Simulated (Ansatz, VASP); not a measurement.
Ni: VASP beside Ansatz

```
Ni
1.0
    -1.39597    1.39597    1.39597
     1.39597   -1.39597    1.39597
     1.39597    1.39597   -1.39597
Ni
1
Direct
  0.00000 0.00000 0.00000
```

Alike in both runs: task single point; functional PBEsol; k mesh 18 × 18 × 18; occupations fermi-dirac, width 0.05 eV; collinear spin.

|  | VASP | Ansatz |
| --- | --- | --- |
| version | VASP 6.6.1 | Ansatz 0.2.0 |
| potentials or method | VASP PAW PBE potentials, release 64 (Ni), cutoff 600 eV | plane waves (420 eV) with PAW, scalar-relativistic |
| valence electrons in the cell | 10 | 18 |

|  | VASP | Ansatz | Ansatz less VASP |
| --- | --- | --- | --- |
| pressure (GPa) | -7.9 | -7.8 | +0.09 |
| net moment per atom (μB) | 0.56 | 0.57 | +0.006 |
| size of the moment on the site where the two differ most (μB) | 0.57 | 0.59 | +0.027 |

VASP's potentials were made for PBE, not for PBEsol, and Ansatz warns of the same on its side. Site moments also hang on the region over which each program counts them. The functional is the same, so the differences come from potentials, cutoffs and numerics. VASP's potentials hold 10 valence electrons a cell and Ansatz's 18, so a difference there can come from the potentials and not from the codes.
